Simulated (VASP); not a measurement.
Here is a VASP 6.6.1 calculation.

File INCAR:

```
SYSTEM = WC
PREC     = Accurate       ! precision mode
ENCUT    = 520            ! plane-wave cutoff, eV
EDIFF    = 1E-6           ! SCF threshold, eV
ISMEAR   = -1             ! smearing method
SIGMA    = 0.1            ! smearing width, eV
LREAL    = .FALSE.        ! projectors in reciprocal space
LASPH    = .TRUE.         ! aspherical terms in the spheres
NELM     = 60             ! most SCF steps
ALGO     = Normal         ! electronic algorithm
ISIF     = 2              ! what is computed and relaxed
LWAVE    = .FALSE.        ! write WAVECAR
LCHARG   = .TRUE.         ! write CHGCAR
GGA      = CA             ! functional
LELF     = .TRUE.         ! ELF
LVHAR    = .TRUE.       
NBANDS   = 16             ! bands
```

Contents of KPOINTS:

```
Automatic mesh
0
G
  17 17 17
  0 0 0
```

Contents of POSCAR:

```
WC
1.0
    0.0000000000      2.1615938812      2.1615938812
    2.1615938812      0.0000000000      2.1615938812
    2.1615938812      2.1615938812      0.0000000000
W C
1 1
Direct
    0.0000000000      0.0000000000      0.0000000000
    0.5000000000      0.5000000000      0.5000000000
```

Potentials or basis: VASP PAW LDA potentials, release 64 (W_sv, C).

Launch:

```bash
$ cat potpaw_LDA.64/W_sv/POTCAR potpaw_LDA.64/C/POTCAR > POTCAR
$ mpirun -np 1 vasp_std > vasp.out
```

Question: What does it give for the band gap on the k mesh?

Answer: Zero (band 9 reaches 14.02 eV, above the bottom of band 10 at 10.74 eV).

Question: What does it give for the pressure?

Answer: 2.4 GPa.

Caveat: spin-orbit coupling is left out, which moves the levels of the heavy elements.
